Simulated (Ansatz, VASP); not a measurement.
## HgTe in VASP and in Ansatz

Contents of POSCAR:

```
HgTe
1.0
    0.0000000000      3.1267950000      3.1267950000
    3.1267950000      0.0000000000      3.1267950000
    3.1267950000      3.1267950000      0.0000000000
Hg Te
1 1
Direct
    0.0000000000      0.0000000000      0.0000000000
    0.7500000000      0.7500000000      0.7500000000
```

INCAR.step1

```
SYSTEM = HgTe
ALGO = Normal ; EDIFF = 1E-4
ENCUT = 520 ; GGA = PE
ISMEAR = 0 ; LASPH = .True.
LCHARG = .False. ; LREAL = .False.
LWAVE = .True. ; NBANDS = 16
NELM = 100 ; PREC = Accurate
SIGMA = 0.15
```

Contents of INCAR.step2:

```
SYSTEM = HgTe
ALGO = Normal ; EDIFF = 1E-6
ENCUT = 520 ; ISIF = 2
ISMEAR = 0 ; ISTART = 1
LASPH = .True. ; LCHARG = .False.
LMIXTAU = .True. ; LREAL = .False.
LWAVE = .False. ; METAGGA = R2SCAN
NBANDS = 16 ; NELM = 100
PREC = Accurate ; SIGMA = 0.15
```

File KPOINTS:

```
k-points
0
Gamma
  14 14 14
  0 0 0
```

Input for Ansatz:

```yaml
crystal:
  lattice:
    - [0.0, 3.126795, 3.126795]
    - [3.126795, 0.0, 3.126795]
    - [3.126795, 3.126795, 0.0]
  atoms:
    - { symbol: Hg, position: [0.0, 0.0, 0.0] }
    - { symbol: Te, position: [0.75, 0.75, 0.75] }
basis:
  ecutwfc: 500
kpoints:
  mp_grid: { grid: [14, 14, 14] }
hamiltonian:
  xc: r2scan
scf:
  occupations: { method: gaussian, width: 0.15 }
output:
  forces: true
  stress: true
  eigenvalues: true
```

Change from the starting cell: strain -0.030 along x and y, -0.030 along z, atoms carried along.

Alike in both runs: task single point; functional r2SCAN; k mesh 14 × 14 × 14; occupations gaussian, width 0.15 eV; no spin polarisation.

|  | VASP | Ansatz |
| --- | --- | --- |
| version | VASP 6.6.1 | Ansatz 0.2.0 |
| potentials or method | VASP PAW PBE potentials, release 64 (Hg, Te), cutoff 520 eV | scalar-relativistic, plane waves, PAW |
| valence electrons in the cell | 18 | 36 |

Ansatz gave:

```
gap on the k mesh at the Fermi level (eV) : none
pressure (GPa)                            : 8.7
```

Problem. What did VASP give for the same quantities?

Solution. gap on the k mesh at the Fermi level (eV): none; pressure (GPa): 8.9.

VASP's potentials were made for PBE, not for r2SCAN. A gap of «none» marks a metal or a gap that the smearing closes. VASP's potentials hold 18 valence electrons a cell and Ansatz's 36, so a difference there can come from the potentials and not from the codes.

Neither program's run includes spin-orbit coupling.
